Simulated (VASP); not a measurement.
# GaAs in VASP: notebook

GaAs is run at these levels: PBEsol; tasks: relaxation of the atoms, single point.

Everything below comes from runs of VASP 6.6.1. Logs are shortened: lines on timing, memory, paths and dates and some standing lists are left out, and cuts for length are marked.

## Step 1: The cell of the first run

The cell holds a slab with vacuum, 6 atoms: a = 4.001 Å, b = 4.001 Å, c = 24.350 Å, α = 90.00°, β = 90.00°, γ = 120.00°.

## Step 2: Relaxation of the atoms, PBEsol

File INCAR:

```
SYSTEM = GaAs
ALGO = Normal
DIPOL = 0.5 0.5 0.500
EDIFF = 1E-7
EDIFFG = -0.03
ENCUT = 520
GGA = PS
IBRION = 2
IDIPOL = 3
ISIF = 2
ISMEAR = 0
LASPH = .True.
LCHARG = .False.
LDIPOL = .True.
LREAL = .False.
LWAVE = .False.
NELM = 100
NSW = 90
PREC = Accurate
SIGMA = 0.05
```

File KPOINTS:

```
k-points
0
Gamma
  9 9 1
  0 0 0
```

File POSCAR:

```
GaAs
1.0
    4.0010046534      0.0000000000      0.0000000000
   -2.0005023267      3.4649716705      0.0000000000
    0.0000000000      0.0000000000     24.3503148946
As Ga
3 3
Selective dynamics
Direct
    0.0000000000      0.0000000000      0.3490714612  F F F
    0.3333333333      0.6666666667      0.4832301624  F F F
    0.6666666667      0.3333333333      0.6173888635  T T T
    0.3333333333      0.6666666667      0.3826111365  F F F
    0.6666666667      0.3333333333      0.5167698376  T T T
    0.0000000000      0.0000000000      0.6509285388  T T T
```

Potentials or basis: VASP PAW PBE potentials, release 64 (As, Ga_d).

Launch:

```sh
> cat potpaw_PBE.64/As/POTCAR potpaw_PBE.64/Ga_d/POTCAR > POTCAR
> mpirun -np 1 vasp_std > vasp.out
```

OUTCAR:

```text
SYSTEM = GaAs
   EDIFF = 1E-7
   EDIFFG = -0.03
   ENCUT = 520
   GGA = PS
   IBRION = 2
   ISIF = 2
   ISMEAR = 0
   LASPH = .True.
   LREAL = .False.
   NELM = 100
   NSW = 90
   PREC = Accurate

 ion  position               nearest neighbor table
   1  0.000  0.000  0.349-   4 2.45   4 2.45   4 2.45
   2  0.333  0.667  0.483-   5 2.45   5 2.45   5 2.45   4 2.45
   3  0.667  0.333  0.617-   6 2.45   6 2.45   6 2.45   5 2.45
   4  0.333  0.667  0.383-   1 2.45   1 2.45   1 2.45   2 2.45
   5  0.667  0.333  0.517-   2 2.45   2 2.45   2 2.45   3 2.45
   6  0.000  0.000  0.651-   3 2.45   3 2.45   3 2.45

  LATTYP: Found a hexagonal cell.
 ALAT       =     4.0010046534
 C/A-ratio  =     6.0860501309

  Lattice vectors:

 A1 = (   4.0010046534,   0.0000000000,   0.0000000000)
 A2 = (  -2.0005023267,   3.4649716705,   0.0000000000)
 A3 = (   0.0000000000,   0.0000000000,  24.3503148946)

Analysis of symmetry for initial positions (statically):
=====================================================================
 Subroutine PRICEL returns:
 Original cell was already a primitive cell.

 Routine SETGRP: Setting up the symmetry group for a
 hexagonal supercell.

 Subroutine GETGRP returns: Found  6 space group operations
 (whereof  6 operations were pure point group operations)
 out of a pool of 24 trial point group operations.

The static configuration has the point symmetry C_3v.

Analysis of symmetry for dynamics (positions and initial velocities):
=====================================================================
 Subroutine PRICEL returns:
 Original cell was already a primitive cell.

 Routine SETGRP: Setting up the symmetry group for a
 hexagonal supercell.

 Subroutine GETGRP returns: Found  6 space group operations
 (whereof  6 operations were pure point group operations)
 out of a pool of 24 trial point group operations.

The dynamic configuration has the point symmetry C_3v.

Analysis of constrained symmetry for selective dynamics:
=====================================================================
 Subroutine PRICEL returns:
 Original cell was already a primitive cell.

 Routine SETGRP: Setting up the symmetry group for a
 hexagonal supercell.

 Subroutine GETGRP returns: Found  6 space group operations
 (whereof  6 operations were pure point group operations)
 out of a pool of 24 trial point group operations.

The constrained configuration has the point symmetry C_3v.

 Subroutine INISYM returns: Found  6 space group operations
 (whereof  6 operations are pure point group operations),
 and found     1 'primitive' translations

----------------------------------------------------------------------------------------

                                     Primitive cell

  volume of cell :     337.5774

  direct lattice vectors                    reciprocal lattice vectors
     4.001004653  0.000000000  0.000000000     0.249937225  0.144301324  0.000000000
    -2.000502327  3.464971671  0.000000000     0.000000000  0.288602648  0.000000000
     0.000000000  0.000000000 24.350314895     0.000000000  0.000000000  0.041067231

  length of vectors
     4.001004653  4.001004653 24.350314895     0.288602648  0.288602648  0.041067231

  position of ions in fractional coordinates (direct lattice)
     0.000000000  0.000000000  0.349071461
     0.333333333  0.666666667  0.483230162
     0.666666667  0.333333333  0.617388863
     0.333333333  0.666666667  0.382611137
     0.666666667  0.333333333  0.516769838
     0.000000000  0.000000000  0.650928539

  ion indices of the primitive-cell ions
   primitive index   ion index
                 1           1
                 2           2
                 3           3
                 4           4
                 5           5
                 6           6

----------------------------------------------------------------------------------------

 KPOINTS: k-points

Automatic generation of k-mesh.
 Grid dimensions read from file:
 generate k-points for:    9    9    1

 Generating k-lattice:

  Cartesian coordinates                     Fractional coordinates (reciprocal lattice)
     0.027770803  0.016033480  0.000000000     0.111111111  0.000000000  0.000000000
     0.000000000  0.032066961  0.000000000     0.000000000  0.111111111  0.000000000
     0.000000000  0.000000000  0.041067231     0.000000000  0.000000000  1.000000000

  Length of vectors
     0.032066961  0.032066961  0.041067231

  Shift w.r.t. Gamma in fractional coordinates (k-lattice)
     0.000000000  0.000000000  0.000000000

 Subroutine IBZKPT returns following result:
 ===========================================

 Found     12 irreducible k-points:

 Following reciprocal coordinates:
            Coordinates               Weight
  0.000000  0.000000  0.000000      1.000000
  0.111111  0.000000  0.000000      6.000000
  0.222222  0.000000  0.000000      6.000000
  0.333333  0.000000  0.000000      6.000000
  0.444444  0.000000  0.000000      6.000000
  0.111111  0.111111  0.000000      6.000000
  0.222222  0.111111  0.000000     12.000000
  0.333333  0.111111  0.000000     12.000000
  0.444444  0.111111  0.000000      6.000000
  0.222222  0.222222  0.000000      6.000000
  0.333333  0.222222  0.000000     12.000000
  0.333333  0.333333  0.000000      2.000000
   k-points           NKPTS =     12   k-points in BZ     NKDIM =     12   number of bands    NBANDS=     32
   number of dos      NEDOS =    301   number of ions     NIONS =      6
   total plane-waves  NPLWV = 172800
   dimension x,y,z NGX =    30 NGY =   30 NGZ =  192
   dimension x,y,z NGXF=    60 NGYF=   60 NGZF=  384
   ions per type =               3   3
   NGX,Y,Z   is equivalent  to a cutoff of  12.47, 12.47, 13.11 a.u.
   NGXF,Y,Z  is equivalent  to a cutoff of  24.93, 24.93, 26.22 a.u.
 SYSTEM =  GaAs
   PREC   = accura    normal or accurate (medium, high low for compatibility)
   ISTART =      0    job   : 0-new  1-cont  2-samecut
   ICHARG =      2    charge: 1-file 2-atom 10-const
   ISPIN  =      1    spin polarized calculation?
   LNONCOLLINEAR =      F non collinear calculations
   LSORBIT =      F    spin-orbit coupling
   LASPH  =      T    aspherical Exc in radial PAW
   ENCUT  =  520.0 eV  38.22 Ry    6.18 a.u.   7.44  7.44 45.28*2*pi/ulx,y,z
   NELM   =    100;   NELMIN=  2; NELMDL= -5     # of ELM steps
   EDIFF  = 0.1E-06   stopping-criterion for ELM
   LREAL  =      F    real-space projection
   EDIFFG = -.3E-01   stopping-criterion for IOM
   NSW    =     90    number of steps for IOM
   IBRION =      2    ionic relax: 0-MD 1-quasi-New 2-CG
   NFREE  =      1    steps in history (QN), initial steepest desc. (CG)
   ISIF   =      2    stress and relaxation
   ISYM   =      2    0-nonsym 1-usesym 2-fastsym
   POTIM  = 0.5000    time-step for ionic-motion
   TEBEG  =    0.0;   TEEND  =   0.0 temperature during run
   PSTRESS=    0.0 pullay stress
   NELECT =      54.0000    total number of electrons
   NUPDOWN=      -1.0000    fix difference up-down
   EMIN   =  10.00;   EMAX   =-10.00  energy-range for DOS
   EFERMI =   0.00;   METHOD = LEGACY
   ISMEAR =     0;   SIGMA  =   0.05  broadening in eV -4-tet -1-fermi 0-gaus
   EFERMI_NEDOS =   21; number of points for ismear=-14 and -15
   IALGO  =     38    algorithm
   IMIX   =      4    mixing-type and parameters
     AMIX     =   0.40;   BMIX     =  1.00
     AMIX_MAG =   1.60;   BMIX_MAG =  1.00
  volume/ion in A,a.u.               =      56.26       379.68
  Fermi-wavevector in a.u.,A,eV,Ry     =   0.888686  1.679373 10.745374  0.789763
  Thomas-Fermi vector in A             =   2.010148
   LORBIT       =      0    0 simple, 1 ext, 2 COOP (PROOUT), +10 PAW based schemes
   GGA     = PS    functional components
   LHFCALC =     F    Hartree Fock is set to
   AEXX    =    0.0000 exact exchange contribution
   IVDW    =     0    specifies the selected vdW correction
   LEPSILON=     F    determine dielectric tensor
   LRPA    =     F    only Hartree local field effects (RPA)
 conjugate gradient relaxation of ions
 non-spin polarized calculation
 Gauss-broadening in eV      SIGMA  =   0.05
  energy-cutoff  :      520.00
  volume of cell :      337.58
 maximum number of plane-waves:      9145
 NGX is ok and might be reduce to    30

--------------------------------------- Ionic step        1  -------------------------------------------

 number of electron      53.9999984 magnetization

 Free energy of the ion-electron system (eV)
  ---------------------------------------------------
  ext. energy  EPLUGINS =         0.00000000
  ---------------------------------------------------
  free energy    TOTEN  =       -25.23618045 eV

  energy without entropy =      -25.22993565  energy(sigma->0) =      -25.23305805

------------------------ aborting loop because EDIFF is reached ----------------------------------------

  FORCE on cell =-STRESS in cart. coord.  units (eV):
  Direction    XX          YY          ZZ          XY          YZ          ZX
  --------------------------------------------------------------------------------------
  -------------------------------------------------------------------------------------
  Total       -0.7791412     -0.7791412      1.9163233     -0.0000000      0.0000000      0.0000000
  in kB       -3.6978852     -3.6978852      9.0950699     -0.0000000      0.0000000      0.0000000
  external PRESSURE =       0.5664331 kB  Pullay stress =       0.0000000 kB
[... 65 lines left out ...]
  energy  without entropy=      -25.2674226505  energy(sigma->0) =      -25.27063734

--------------------------------------- Ionic step        3  -------------------------------------------

 number of electron      53.9999964 magnetization

 dipolmoment           0.000000      0.000000     -0.166123 electrons x Angstroem

 Free energy of the ion-electron system (eV)
  ---------------------------------------------------
  ext. energy  EPLUGINS =         0.00000000
  ---------------------------------------------------
  free energy    TOTEN  =       -25.28255281 eV

  energy without entropy =      -25.27602933  energy(sigma->0) =      -25.27929107

 E-fermi :  -1.1302     XC(G=0):  -4.4867

 val. band max:       -1.1327243146   @ k =   0.4444   0.1111   0.0000
 cond. band min:      -1.0908794204   @ k =   0.3333   0.2222   0.0000
 fundamental gap:      0.0418448943
 Fermi energy:        -1.1302207598

 k-point     1 :       0.0000    0.0000    0.0000
  band No.  band energies     occupation
      1     -16.8401      2.00000
      2     -16.7698      2.00000
      3     -16.7698      2.00000
      4     -16.7089      2.00000
      5     -16.7089      2.00000
      6     -16.3439      2.00000
[... 409 lines left out ...]
     31       3.1247      0.00000
     32       3.3385      0.00000

------------------------ aborting loop because EDIFF is reached ----------------------------------------

 vacuum level on the upper side and lower side of the slab       (xc-potential included)        -1.070         1.052

  FORCE on cell =-STRESS in cart. coord.  units (eV):
  Direction    XX          YY          ZZ          XY          YZ          ZX
  --------------------------------------------------------------------------------------
  -------------------------------------------------------------------------------------
  Total       -0.2882060     -0.2882060      1.3240365      0.0000000      0.0000000      0.0000000
  in kB       -1.3678555     -1.3678555      6.2840151      0.0000000      0.0000000      0.0000000
  external PRESSURE =       1.1827680 kB  Pullay stress =       0.0000000 kB

 VOLUME and BASIS-vectors are now :
 -----------------------------------------------------------------------------
  energy-cutoff  :      520.00
  volume of cell :      337.58
      direct lattice vectors                 reciprocal lattice vectors
     4.001004653  0.000000000  0.000000000     0.249937225  0.144301324  0.000000000
    -2.000502327  3.464971671  0.000000000     0.000000000  0.288602648  0.000000000
     0.000000000  0.000000000 24.350314895     0.000000000  0.000000000  0.041067231
[... 12 lines left out ...]
  FREE ENERGIE OF THE ION-ELECTRON SYSTEM (eV)
  ---------------------------------------------------
  free  energy   TOTEN  =       -25.2825528090 eV

  energy  without entropy=      -25.2760293297  energy(sigma->0) =      -25.27929107

 reached required accuracy - stopping structural energy minimisation

 vacuum level on the upper side and lower side of the slab         2.373         4.541
```

Run time: 23 min. Hardware: 1 thread of Intel Xeon 8259CL, shared host; peak memory 0.52 GiB.

Results:

```yaml
Free_energy: -25.2826 eV
Energy_gained_by_relaxing: 7.7 meV/atom
Ionic_steps: 3
Band_gap_on_the_k_mesh: zero (bands 27 and 28 overlap by 0.21 eV)
```

The path:
```tsv
step	energy change (eV)	largest force on free atoms (eV/Å)	pressure (GPa)
1	0.0000	0.8070	0.06
2	-0.0377	0.3301	0.08
3	-0.0464	0.0222	0.12
```

Final structure:
```yaml
crystal:
  lattice:
    - [4.00100, 0.00000, 0.00000]
    - [-2.00050, 3.46497, 0.00000]
    - [0.00000, 0.00000, 24.35031]
  atoms:
    - { symbol: As, position: [0.00000, 0.00000, 0.34907] }
    - { symbol: As, position: [0.33333, 0.66667, 0.48323] }
    - { symbol: As, position: [0.66667, 0.33333, 0.62031] }
    - { symbol: Ga, position: [0.33333, 0.66667, 0.38261] }
    - { symbol: Ga, position: [0.66667, 0.33333, 0.51456] }
    - { symbol: Ga, position: [0.00000, 0.00000, 0.64976] }
```

Caveat: the PAW data sets were made with another functional, which shifts forces and pressure a little.

## Step 3: Single point, PBEsol

This run uses another cell than the first one: it holds 8 atoms, not 6.

File INCAR:

```
  PREC = Accurate
  ENCUT = 520
  EDIFF = 1E-7
  ISMEAR = 0
  SIGMA = 0.05
  LREAL = F
  LASPH = T
  NELM = 100
  ALGO = Normal
  ISIF = 2
  LWAVE = F
  LCHARG = F
  LDIPOL = T
  IDIPOL = 3
  DIPOL = 0.5 0.5 0.500
  GGA = PS
  NBANDS = 46
```

File KPOINTS:

```
Automatic mesh
0
Gamma
  9 9 1
```

File POSCAR:

```
GaAs
1.0
    4.0010046537      0.0000000000      0.0000000000
   -2.0005023269      3.4649716708      0.0000000000
    0.0000000000      0.0000000000     25.6171215152
As Ga
4 4
Direct
    0.0000000000      0.0000000000      0.2927729408
    0.3333333333      0.6666666667      0.4202972849
    0.6666666667      0.3333333333      0.5478216291
    0.0000000000      0.0000000000      0.6753459732
    0.3333333333      0.6666666667      0.3246540268
    0.6666666667      0.3333333333      0.4521783709
    0.0000000000      0.0000000000      0.5797027151
    0.3333333333      0.6666666667      0.7072270592
```

Potentials or basis: VASP PAW PBE potentials, release 64 (As, Ga_d).

Launch:

```sh
> cat potpaw_PBE.64/As/POTCAR potpaw_PBE.64/Ga_d/POTCAR > POTCAR
> mpirun -np 1 vasp_std > vasp.out
```

Wall time 3.9 min (1 thread of Intel Xeon 6975P-C (Granite Rapids), shared host); peak memory 0.48 GiB.

It converged, with:

```yaml
Free_energy: -34.1557 eV
Largest_force: 0.626 eV/Å
Band_gap_on_the_k_mesh: zero (bands 36 and 37 overlap by 0.33 eV)
```

Forces on the atoms (eV/Å):
```
As   0.000  0.000 -0.129
As   0.000  0.000  0.462
As   0.000  0.000  0.333
As   0.000  0.000  0.626
Ga   0.000  0.000 -0.275
Ga   0.000  0.000 -0.335
Ga   0.000  0.000 -0.460
Ga   0.000  0.000 -0.222
```

Levels at points of the mesh, in eV from the Fermi level:
```tsv
k point	band 34	band 35	band 36	band 37	band 38	band 39
(0.00, 0.00, 0.00)	-0.47	0.33	0.33	0.48	0.64	1.22
```

Caveat: the PAW data sets were made with another functional, which shifts forces and pressure a little.

## Step 4: Single point, PBEsol

This run uses another cell than the first one: it holds 8 atoms, not 6.

File INCAR:

```
PREC = Accurate
ENCUT = 520
EDIFF = 1E-6
ISMEAR = 0
SIGMA = 0.05
LREAL = F
LASPH = T
NELM = 60
ALGO = Normal
ISIF = 2
LWAVE = F
LCHARG = F
LDIPOL = T
IDIPOL = 3
DIPOL = 0.5 0.5 0.500
GGA = PS
NBANDS = 46
```

KPOINTS is that of step 3.

File POSCAR:

```
GaAs
1.0
    4.0010046537      0.0000000000      0.0000000000
   -2.0005023269      3.4649716708      0.0000000000
    0.0000000000      0.0000000000     25.6171215152
As Ga
4 4
Direct
    0.0000000000      0.0000000000      0.2890382914
    0.3333333333      0.6666666667      0.4208278309
    0.6666666667      0.3333333333      0.5495908104
    0.0000000000      0.0000000000      0.6794742620
    0.3333333333      0.6666666667      0.3218114878
    0.6666666667      0.3333333333      0.4511809130
    0.0000000000      0.0000000000      0.5799410792
    0.3333333333      0.6666666667      0.7081353253
```

Potentials or basis: VASP PAW PBE potentials, release 64 (As, Ga_d).

Launch:

```sh
> cat potpaw_PBE.64/As/POTCAR potpaw_PBE.64/Ga_d/POTCAR > POTCAR
> mpirun -np 1 vasp_std > vasp.out
```

OUTCAR:

```text
PREC = Accurate
   ENCUT = 520
   EDIFF = 1E-6
   ISMEAR = 0
   LREAL = F
   LASPH = T
   NELM = 60
   ISIF = 2
   GGA = PS

 ion  position               nearest neighbor table
   1  0.000  0.000  0.289-   5 2.46   5 2.46   5 2.46
   2  0.333  0.667  0.421-   6 2.44   6 2.44   6 2.44   5 2.54
   3  0.667  0.333  0.550-   7 2.44   7 2.44   7 2.44   6 2.52
   4  0.000  0.000  0.679-   8 2.42   8 2.42   8 2.42   7 2.55
   5  0.333  0.667  0.322-   1 2.46   1 2.46   1 2.46   2 2.54
   6  0.667  0.333  0.451-   2 2.44   2 2.44   2 2.44   3 2.52
[... 793 lines left out ...]
  in kB       -2.0786685     -2.0786685      0.3379952      0.0000000      0.0000000      0.0000000
  external PRESSURE =      -1.2731139 kB  Pullay stress =       0.0000000 kB

 VOLUME and BASIS-vectors are now :
 -----------------------------------------------------------------------------
  energy-cutoff  :      520.00
  volume of cell :      355.14
      direct lattice vectors                 reciprocal lattice vectors
     4.001004654  0.000000000  0.000000000     0.249937225  0.144301324  0.000000000
    -2.000502327  3.464971671  0.000000000     0.000000000  0.288602648  0.000000000
     0.000000000  0.000000000 25.617121515     0.000000000  0.000000000  0.039036392

 POSITION                                       TOTAL-FORCE (eV/Angst)
 -----------------------------------------------------------------------------------
      0.00000      0.00000      7.40433        -0.000000      0.000000     -0.006123
     -0.00000      2.30998     10.78040        -0.000000     -0.000000     -0.000265
      2.00050      1.15499     14.07893         0.000000      0.000000     -0.011319
      0.00000      0.00000     17.40617        -0.000000      0.000000     -0.003279
     -0.00000      2.30998      8.24388         0.000000      0.000000      0.004889
      2.00050      1.15499     11.55796         0.000000     -0.000000     -0.001221
      0.00000      0.00000     14.85642         0.000000     -0.000000      0.002713
     -0.00000      2.30998     18.14039         0.000000      0.000000      0.014604
 -----------------------------------------------------------------------------------
    total drift:                               -0.000000     -0.000000      0.000524

  FREE ENERGIE OF THE ION-ELECTRON SYSTEM (eV)
  ---------------------------------------------------
  free  energy   TOTEN  =       -34.2124399727 eV

  energy  without entropy=      -34.2044947113  energy(sigma->0) =      -34.20846734

 vacuum level on the upper side and lower side of the slab         3.140         5.383
```

Run time: 3.2 min. Hardware: 1 thread of Intel Xeon 6975P-C (Granite Rapids), shared host; peak memory 0.48 GiB.

Results:

```yaml
Free_energy: -34.2124 eV
Largest_force: 0.015 eV/Å
Band_gap_on_the_k_mesh: zero (bands 36 and 37 overlap by 0.38 eV)
```

Forces on the atoms (eV/Å):
```
As   0.000  0.000 -0.006
As   0.000  0.000  0.000
As   0.000  0.000 -0.011
As   0.000  0.000 -0.003
Ga   0.000  0.000  0.005
Ga   0.000  0.000 -0.001
Ga   0.000  0.000  0.003
Ga   0.000  0.000  0.015
```

Caveat: the PAW data sets were made with another functional, which shifts forces and pressure a little.

## Step 5: Overview

```csv
task,cell,atoms held fixed (from 0),gap on the mesh (eV),largest force (eV/Å)
relaxation of the atoms,"atoms relaxed from a = 4.001, b = 4.001, c = 24.350 Å, angles 90.0, 90.0, 120.0°, 6 atoms, atomic positions A","[0, 3, 1]",none,-
single point,"a = 4.001, b = 4.001, c = 25.617 Å, angles 90.0, 90.0, 120.0°, 8 atoms, atomic positions B",-,none,0.63
single point,"a = 4.001, b = 4.001, c = 25.617 Å, angles 90.0, 90.0, 120.0°, 8 atoms, atomic positions C",-,none,0.01
```

Alike in all rows: level PBEsol; potentials or basis VASP PAW PBE potentials, release 64 (As, Ga_d); no spin polarisation; k mesh 9 × 9 × 1; cutoff (eV) 520; smearing gaussian 0.05 eV.

Caveats: the PAW data sets were made with another functional, which shifts forces and pressure a little.

Total energies depend on the potentials used, so only differences within one code and one set of settings carry meaning.
